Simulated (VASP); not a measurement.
**AlCo: single point with PBEsol**

Crystal: AlCo.

```
Al Co
1.0
     2.82309    0.00000    0.00000
     0.00000    2.82309    0.00000
     0.00000    0.00000    2.82309
Al Co
1 1
Cartesian
  0.0000 0.0000 0.0000
  1.4115 1.4115 1.4115
```

| Item | Value |
| --- | --- |
| Program | VASP 6.6.1 |
| Task | single point |
| Functional | PBEsol |
| Potentials or basis | VASP PAW PBE potentials, release 64 (Al, Co) |
| Cutoff | 520 eV |
| k mesh | 16 × 16 × 16 |
| Occupations | fermi-dirac, width 0.08 eV |
| Spin | no spin polarisation |

| Quantity | Value |
| --- | --- |
| Pressure | 0.1 GPa |
| Band gap on the k mesh | zero (band 6 reaches 13.20 eV, above the bottom of band 7 at 10.57 eV) |

Levels at points of the mesh, in eV from the Fermi level:
```csv
k point,band 3,band 4,band 5,band 6,band 7,band 8,band 9,band 10
"(0.00, 0.00, 0.00)",-3.08,-0.82,-0.82,-0.82,6.14,6.14,6.14,8.90
"(0.50, 0.00, 0.00)",-2.47,-1.73,-1.73,-0.70,0.21,8.48,10.77,10.77
"(0.50, 0.50, 0.00)",-2.70,-2.70,-1.52,-1.52,-0.23,2.52,3.70,13.12
"(0.50, 0.50, 0.50)",-4.03,-0.19,-0.19,2.40,2.40,2.40,4.44,5.55
```

It took 21 s on 1 thread of Intel(R) Xeon(R) Platinum 8259CL CPU @ 2.50GHz (Skylake/Cascade Lake) (shared host), peak memory 0.17 GiB.

Caveat: the PAW data sets were made with another functional, which shifts forces and pressure a little. Spin polarisation is off, so any magnetic state and its effect on volume and gap are missing.
